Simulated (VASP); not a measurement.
# Si3N2: single point with PBE

Crystal: Si3N2.

```
CELL_PARAMETERS angstrom
2.86283 0.00000 0.00000
-1.43142 2.47928 0.00000
0.00000 0.00000 9.04323
ATOMIC_POSITIONS crystal
Si 0.00000 0.00000 0.00000
Si 0.33333 0.66667 0.75778
Si 0.66667 0.33333 0.24222
N 0.33333 0.66667 0.30863
N 0.66667 0.33333 0.69137
```

```
Program                : VASP 6.6.1
Task                   : single point
Functional             : PBE
Potentials or basis    : VASP PAW PBE potentials, release 64 (Si, N)
Cutoff                 : 520 eV
k mesh                 : 6 × 6 × 4
Occupations            : gaussian, width 0.1 eV
Spin                   : no spin polarisation
Dipole correction      : no
Further INCAR settings : ALGO = Normal; EDIFF = 1e-06; NBANDS = 19
```

```json
{
  "Pressure": "0.0 GPa",
  "Largest force": "0.040 eV/Å",
  "Band gap on the k mesh": "zero (bands 11 and 12 overlap by 3.13 eV)"
}
```

Forces in eV/Å, atoms in the order of the input:
```
Si   0.000  0.000  0.000
Si   0.000  0.000 -0.038
Si   0.000  0.000  0.038
N    0.000  0.000 -0.040
N    0.000  0.000  0.040
```

Stress tensor (GPa, compression positive):
```
-0.18  0.00  0.00
 0.00 -0.18  0.00
 0.00  0.00  0.23
```

Levels at points of the mesh, in eV from the Fermi level:
| k point | band 9 | band 10 | band 11 | band 12 | band 13 | band 14 |
| --- | --- | --- | --- | --- | --- | --- |
| (0.00, 0.00, 0.00) | -3.35 | -1.58 | 1.66 | 5.18 | 6.91 | 6.91 |
| (0.50, 0.00, 0.00) | -3.71 | -3.03 | -1.18 | 0.20 | 2.90 | 3.33 |
| (0.00, 0.00, 0.50) | -3.35 | -2.29 | 2.19 | 5.03 | 6.86 | 6.92 |
| (0.50, 0.00, 0.50) | -3.89 | -3.07 | -0.96 | 0.25 | 2.88 | 3.29 |

Wall time 18 s on 1 thread of Intel(R) Xeon(R) 6975P-C (Granite Rapids) (shared host), peak memory 0.18 GiB.

Caveat: the k points lie up to 0.42 Å⁻¹ apart, too coarse for converged energies and pressures of a metal.
